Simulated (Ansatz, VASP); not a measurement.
One calculation of W3C, two programs

File INCAR:

```
SYSTEM = W3C
PREC = Accurate
ENCUT = 520
EDIFF = 1E-6
ISMEAR = 0
SIGMA = 0.1
LREAL = .False.
LASPH = .True.
NELM = 60
ALGO = Normal
ISIF = 2
LWAVE = .False.
LCHARG = .True.
LDIPOL = .True.
IDIPOL = 3
DIPOL = 0.5 0.5 0.359
GGA = PE
LELF = .True.
LVHAR = .True.
LVACPOTAV = .True.
NBANDS = 31
```

File KPOINTS:

```
regular mesh
0
Gamma
  9 9 1
  0 0 0
```

The input POSCAR:

```
W3C
1.0
    2.8545944806      0.0000000000      0.0000000000
   -1.4272972403      2.4721513377      0.0000000000
    0.0000000000      0.0000000000     21.6971108210
W C
3 1
Direct
    0.6666666667      0.3333333333      0.1843563428
    0.3333333333      0.6666666667      0.2926027619
    0.0000000000      0.0000000000      0.4008418859
    0.6666666667     -0.6666666667      0.5589274499
```

Input for Ansatz:

```yaml
crystal:
  lattice:
    - [2.8545944806, 0.0, 0.0]
    - [-1.4272972403, 2.4721513377, 0.0]
    - [0.0, 0.0, 21.697110821]
  atoms:
    - { symbol: W, position: [0.6666666667, 0.3333333333, 0.1843563428] }
    - { symbol: W, position: [0.3333333333, 0.6666666667, 0.2926027619] }
    - { symbol: W, position: [0.0, 0.0, 0.4008418859] }
    - { symbol: C, position: [0.6666666667, -0.6666666667, 0.5589274499] }
basis:
  ecutwfc: 420
kpoints:
  mp_grid: { grid: [9, 9, 1] }
hamiltonian:
  xc: pbe
scf:
  occupations: { method: gaussian, width: 0.1 }
output:
  forces: true
  eigenvalues: true
efield:
  axis: 3
  dipole_correction: true
  ramp_width: 0.04
```

Alike in both runs: task single point; functional PBE; k mesh 9 × 9 × 1; occupations gaussian, width 0.1 eV; no spin polarisation.

|  | VASP | Ansatz |
| --- | --- | --- |
| version | VASP 6.6.1 | Ansatz 0.2.0 |
| potentials or method | VASP PAW PBE potentials, release 64 (W_sv, C), cutoff 520 eV | scalar-relativistic, plane waves, PAW |
| valence electrons in the cell | 46 | 46 |

|  | VASP | Ansatz | Ansatz less VASP |
| --- | --- | --- | --- |
| gap on the k mesh at the Fermi level (eV) | none | none | - |
| rms of the force components (eV/Å) | 0.318 | 0.314 | -0.0041 |
| work function, face that differs most (eV) | 5.14 | 5.14 | -0.002 |

Atom by atom the forces differ by 0.009 eV/Å (rms over components). A gap of «none» marks a metal or a gap that the smearing closes.

Neither program's run includes spin-orbit coupling.
